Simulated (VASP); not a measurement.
# LiPb (Pm-3m) in VASP: single point with LDA

Aim: the single point of LiPb with LDA.

Program: VASP 6.6.1. These are calculated values, not measurements. Logs are shortened: lines on timing, memory, paths and dates and some standing lists are left out, and cuts for length are marked.

### Step 1. The cell of the first run

The structure is cubic, space group Pm-3m (No. 221). Conventional cell: a = 3.522 Å, b = 3.522 Å, c = 3.522 Å, α = 90.00°, β = 90.00°, γ = 90.00°. Li (site symmetry m-3m) has 8 Pb at 3.05 Å and 6 Li at 3.52 Å within 4.0 Å. Within 4.0 Å of Pb (site symmetry m-3m) lie 8 Li at 3.05 Å and 6 Pb at 3.52 Å.

### Step 2. Single point, LDA

File INCAR:

```
SYSTEM = LiPb
ALGO = Normal
EDIFF = 1E-6
ENCUT = 520
GGA = CA
ISIF = 2
ISMEAR = 0
LASPH = .TRUE.
LCHARG = .FALSE.
LREAL = .FALSE.
LWAVE = .FALSE.
NBANDS = 16
NELM = 80
PREC = Accurate
SIGMA = 0.15
```

File KPOINTS:

```
k-points
0
G
  16 16 16
  0 0 0
```

File POSCAR:

```
LiPb
1.0
    3.5220000000      0.0000000000      0.0000000000
    0.0000000000      3.5220000000      0.0000000000
    0.0000000000      0.0000000000      3.5220000000
Li Pb
1 1
Direct
    0.5000000000      0.5000000000      0.5000000000
    0.0000000000      0.0000000000      0.0000000000
```

Potentials or basis: VASP PAW LDA potentials, release 64 (Li_sv, Pb_d).

Started as:

```
cat potpaw_LDA.64/Li_sv/POTCAR potpaw_LDA.64/Pb_d/POTCAR > POTCAR
mpirun -np 1 vasp_std > vasp.out
```

OUTCAR:

```text
SYSTEM = LiPb
   EDIFF = 1E-6
   ENCUT = 520
   GGA = CA
   ISIF = 2
   ISMEAR = 0
   LASPH = .TRUE.
   LREAL = .FALSE.
   NELM = 80
   PREC = Accurate

 ion  position               nearest neighbor table
   1  0.500  0.500  0.500-   2 3.05   2 3.05   2 3.05   2 3.05   2 3.05   2 3.05   2 3.05   2 3.05

   2  0.000  0.000  0.000-   1 3.05   1 3.05   1 3.05   1 3.05   1 3.05   1 3.05   1 3.05   1 3.05

  LATTYP: Found a simple cubic cell.
 ALAT       =     3.5220000000

  Lattice vectors:

 A1 = (   3.5220000000,   0.0000000000,   0.0000000000)
 A2 = (   0.0000000000,   3.5220000000,   0.0000000000)
 A3 = (   0.0000000000,   0.0000000000,   3.5220000000)

Analysis of symmetry for initial positions (statically):
=====================================================================
 Subroutine PRICEL returns:
 Original cell was already a primitive cell.

 Routine SETGRP: Setting up the symmetry group for a
 simple cubic supercell.

 Subroutine GETGRP returns: Found 48 space group operations
 (whereof 48 operations were pure point group operations)
 out of a pool of 48 trial point group operations.

The static configuration has the point symmetry O_h .

Analysis of symmetry for dynamics (positions and initial velocities):
=====================================================================
 Subroutine PRICEL returns:
 Original cell was already a primitive cell.

 Routine SETGRP: Setting up the symmetry group for a
 simple cubic supercell.

 Subroutine GETGRP returns: Found 48 space group operations
 (whereof 48 operations were pure point group operations)
 out of a pool of 48 trial point group operations.

The dynamic configuration has the point symmetry O_h .

 Subroutine INISYM returns: Found 48 space group operations
 (whereof 48 operations are pure point group operations),
 and found     1 'primitive' translations

----------------------------------------------------------------------------------------

                                     Primitive cell

  volume of cell :      43.6886

  direct lattice vectors                    reciprocal lattice vectors
     3.522000000  0.000000000  0.000000000     0.283929585  0.000000000  0.000000000
     0.000000000  3.522000000  0.000000000     0.000000000  0.283929585  0.000000000
     0.000000000  0.000000000  3.522000000     0.000000000  0.000000000  0.283929585

  length of vectors
     3.522000000  3.522000000  3.522000000     0.283929585  0.283929585  0.283929585

  position of ions in fractional coordinates (direct lattice)
     0.500000000  0.500000000  0.500000000
     0.000000000  0.000000000  0.000000000

  ion indices of the primitive-cell ions
   primitive index   ion index
                 1           1
                 2           2

----------------------------------------------------------------------------------------

 KPOINTS: k-points

Automatic generation of k-mesh.
 Grid dimensions read from file:
 generate k-points for:   16   16   16

 Generating k-lattice:

  Cartesian coordinates                     Fractional coordinates (reciprocal lattice)
     0.017745599  0.000000000  0.000000000     0.062500000  0.000000000  0.000000000
     0.000000000  0.017745599  0.000000000     0.000000000  0.062500000  0.000000000
     0.000000000  0.000000000  0.017745599     0.000000000  0.000000000  0.062500000

  Length of vectors
     0.017745599  0.017745599  0.017745599

  Shift w.r.t. Gamma in fractional coordinates (k-lattice)
     0.000000000  0.000000000  0.000000000

 Subroutine IBZKPT returns following result:
 ===========================================

 Found    165 irreducible k-points:

 Following reciprocal coordinates:
            Coordinates               Weight
  0.000000  0.000000  0.000000      1.000000
  0.062500  0.000000  0.000000      6.000000
  0.125000  0.000000  0.000000      6.000000
  0.187500  0.000000  0.000000      6.000000
  0.250000  0.000000  0.000000      6.000000
  0.312500  0.000000  0.000000      6.000000
[... 16 lines left out ...]
  0.437500  0.125000  0.000000     24.000000
  0.500000  0.125000  0.000000     12.000000
 [... further k-points ...]
   k-points           NKPTS =    165   k-points in BZ     NKDIM =    165   number of bands    NBANDS=     16
   number of dos      NEDOS =    301   number of ions     NIONS =      2
   total plane-waves  NPLWV =  21952
   dimension x,y,z NGX =    28 NGY =   28 NGZ =   28
   dimension x,y,z NGXF=    56 NGYF=   56 NGZF=   56
   ions per type =               1   1
   NGX,Y,Z   is equivalent  to a cutoff of  13.22, 13.22, 13.22 a.u.
   NGXF,Y,Z  is equivalent  to a cutoff of  26.43, 26.43, 26.43 a.u.
 SYSTEM =  LiPb
   PREC   = accura    normal or accurate (medium, high low for compatibility)
   ISTART =      0    job   : 0-new  1-cont  2-samecut
   ICHARG =      2    charge: 1-file 2-atom 10-const
   ISPIN  =      1    spin polarized calculation?
   LNONCOLLINEAR =      F non collinear calculations
   LSORBIT =      F    spin-orbit coupling
   LASPH  =      T    aspherical Exc in radial PAW
   ENCUT  =  520.0 eV  38.22 Ry    6.18 a.u.   6.55  6.55  6.55*2*pi/ulx,y,z
   NELM   =     80;   NELMIN=  2; NELMDL= -5     # of ELM steps
   EDIFF  = 0.1E-05   stopping-criterion for ELM
   LREAL  =      F    real-space projection
   EDIFFG = 0.1E-04   stopping-criterion for IOM
   NSW    =      0    number of steps for IOM
   IBRION =     -1    ionic relax: 0-MD 1-quasi-New 2-CG
   NFREE  =      0    steps in history (QN), initial steepest desc. (CG)
   ISIF   =      2    stress and relaxation
   ISYM   =      2    0-nonsym 1-usesym 2-fastsym
   POTIM  = 0.5000    time-step for ionic-motion
   TEBEG  =    0.0;   TEEND  =   0.0 temperature during run
   PSTRESS=    0.0 pullay stress
   NELECT =      17.0000    total number of electrons
   NUPDOWN=      -1.0000    fix difference up-down
   EMIN   =  10.00;   EMAX   =-10.00  energy-range for DOS
   EFERMI =   0.00;   METHOD = LEGACY
   ISMEAR =     0;   SIGMA  =   0.15  broadening in eV -4-tet -1-fermi 0-gaus
   EFERMI_NEDOS =   21; number of points for ismear=-14 and -15
   IALGO  =     38    algorithm
   IMIX   =      4    mixing-type and parameters
     AMIX     =   0.40;   BMIX     =  1.00
     AMIX_MAG =   1.60;   BMIX_MAG =  1.00
  volume/ion in A,a.u.               =      21.84       147.41
  Fermi-wavevector in a.u.,A,eV,Ry     =   1.195185  2.258572 19.435475  1.428467
  Thomas-Fermi vector in A             =   2.331157
   LORBIT       =      0    0 simple, 1 ext, 2 COOP (PROOUT), +10 PAW based schemes
   GGA     = CA    functional components
   LHFCALC =     F    Hartree Fock is set to
   AEXX    =    0.0000 exact exchange contribution
   IVDW    =     0    specifies the selected vdW correction
   LEPSILON=     F    determine dielectric tensor
   LRPA    =     F    only Hartree local field effects (RPA)
 non-spin polarized calculation
 Gauss-broadening in eV      SIGMA  =   0.15
  energy-cutoff  :      520.00
  volume of cell :       43.69
 maximum number of plane-waves:      1208
 NGX is ok and might be reduce to    28
   NGX = 13   NGY = 13   NGZ = 13

 number of electron      17.0000015 magnetization

 Free energy of the ion-electron system (eV)
  ---------------------------------------------------
  ext. energy  EPLUGINS =         0.00000000
  ---------------------------------------------------
  free energy    TOTEN  =        -6.94768714 eV

  energy without entropy =       -6.93910161  energy(sigma->0) =       -6.94339437

 E-fermi :   5.4680     XC(G=0):  -9.7513

 val. band max:        5.4433676900   @ k =   0.1875   0.1250   0.1250
 cond. band min:       5.4732910318   @ k =   0.4375   0.2500   0.0625
 fundamental gap:      0.0299233418
 Fermi energy:         5.4679616730

 k-point     1 :       0.0000    0.0000    0.0000
  band No.  band energies     occupation
      1     -40.2187      2.00000
      2     -11.3726      2.00000
      3     -11.3726      2.00000
      4     -11.1144      2.00000
      5     -11.1144      2.00000
      6     -11.1144      2.00000
[... 8 lines left out ...]
     15      18.2059      0.00000
     16      18.2059      0.00000

 k-point     2 :       0.0625    0.0000    0.0000
  band No.  band energies     occupation
      1     -40.2187      2.00000
      2     -11.3721      2.00000
      3     -11.3639      2.00000
      4     -11.1175      2.00000
      5     -11.1175      2.00000
      6     -11.1141      2.00000
[... 8 lines left out ...]
     15      17.9823      0.00000
     16      18.0436      0.00000

 k-point     3 :       0.1250    0.0000    0.0000
  band No.  band energies     occupation
      1     -40.2185      2.00000
      2     -11.3704      2.00000
      3     -11.3390      2.00000
      4     -11.1264      2.00000
      5     -11.1264      2.00000
      6     -11.1133      2.00000
[... 8 lines left out ...]
     15      17.3455      0.00000
     16      17.6431      0.00000

 k-point     4 :       0.1875    0.0000    0.0000
  band No.  band energies     occupation
      1     -40.2182      2.00000
      2     -11.3679      2.00000
      3     -11.3019      2.00000
      4     -11.1397      2.00000
      5     -11.1397      2.00000
      6     -11.1122      2.00000
[... 8 lines left out ...]
     15      16.4589      0.00000
     16      17.2063      0.00000
[... 324 lines left out ...]
 k-point    22 :       0.3750    0.1250    0.0000
  band No.  band energies     occupation
      1     -40.2172      2.00000
      2     -11.3357      2.00000
      3     -11.1991      2.00000
      4     -11.1824      2.00000
      5     -11.1642      2.00000
      6     -11.1198      2.00000
[... 8 lines left out ...]
     15      15.6673      0.00000
     16      17.3580      0.00000

 k-point    23 :       0.4375    0.1250    0.0000
  band No.  band energies     occupation
      1     -40.2170      2.00000
      2     -11.3339      2.00000
      3     -11.2082      2.00000
      4     -11.1910      2.00000
      5     -11.1397      2.00000
      6     -11.1189      2.00000
[... 8 lines left out ...]
     15      15.7357      0.00000
     16      16.7058      0.00000

 k-point    24 :       0.5000    0.1250    0.0000
  band No.  band energies     occupation
      1     -40.2170      2.00000
      2     -11.3333      2.00000
      3     -11.2114      2.00000
      4     -11.1941      2.00000
      5     -11.1311      2.00000
      6     -11.1186      2.00000
[... 8 lines left out ...]
     15      16.0535      0.00000
     16      16.2196      0.00000

 [... further k-points ...]

------------------------ aborting loop because EDIFF is reached ----------------------------------------

  FORCE on cell =-STRESS in cart. coord.  units (eV):
  Direction    XX          YY          ZZ          XY          YZ          ZX
  --------------------------------------------------------------------------------------
  -------------------------------------------------------------------------------------
  Total       -0.5037937     -0.5037937     -0.5037937     -0.0000000     -0.0000000      0.0000000
  in kB      -18.4754595    -18.4754595    -18.4754595     -0.0000000     -0.0000000      0.0000000
  external PRESSURE =     -18.4754595 kB  Pullay stress =       0.0000000 kB

 VOLUME and BASIS-vectors are now :
 -----------------------------------------------------------------------------
  energy-cutoff  :      520.00
  volume of cell :       43.69
      direct lattice vectors                 reciprocal lattice vectors
     3.522000000  0.000000000  0.000000000     0.283929585  0.000000000  0.000000000
     0.000000000  3.522000000  0.000000000     0.000000000  0.283929585  0.000000000
     0.000000000  0.000000000  3.522000000     0.000000000  0.000000000  0.283929585

 POSITION                                       TOTAL-FORCE (eV/Angst)
 -----------------------------------------------------------------------------------
      1.76100      1.76100      1.76100         0.000000      0.000000      0.000000
      0.00000      0.00000      0.00000         0.000000      0.000000      0.000000
 -----------------------------------------------------------------------------------
    total drift:                               -0.000000      0.000000      0.000000

  FREE ENERGIE OF THE ION-ELECTRON SYSTEM (eV)
  ---------------------------------------------------
  free  energy   TOTEN  =        -6.9476871358 eV

  energy  without entropy=       -6.9391016067  energy(sigma->0) =       -6.94339437
```

Wall time 70 s (1 thread of Intel Xeon 8259CL, shared host); peak memory 0.22 GiB.

What came out:

```yaml
Free_energy: -6.9477 eV
Band_gap_on_the_k_mesh: zero (an odd number of electrons rules out a gap without spin polarisation)
```

Levels at points of the mesh, in eV from the Fermi level:
| k point | band 6 | band 7 | band 8 | band 9 | band 10 | band 11 | band 12 | band 13 |
| --- | --- | --- | --- | --- | --- | --- | --- | --- |
| (0.00, 0.00, 0.00) | -16.58 | -10.56 | 2.26 | 2.26 | 2.26 | 5.64 | 6.59 | 6.59 |
| (0.50, 0.00, 0.00) | -16.58 | -9.03 | -3.97 | 4.63 | 4.63 | 6.04 | 7.31 | 7.31 |
| (0.50, 0.50, 0.00) | -16.45 | -7.32 | -2.79 | -2.79 | 2.38 | 6.49 | 8.35 | 8.98 |
| (0.50, 0.50, 0.50) | -16.45 | -5.73 | -0.60 | -0.60 | -0.60 | 2.55 | 2.55 | 2.55 |

Caveat: the cutoff is under 1.25 times the usual one of these potentials, so pressure, stress and relaxed cells hold a basis-set (Pulay) error; spin-orbit coupling is left out, which moves the levels of the heavy elements.
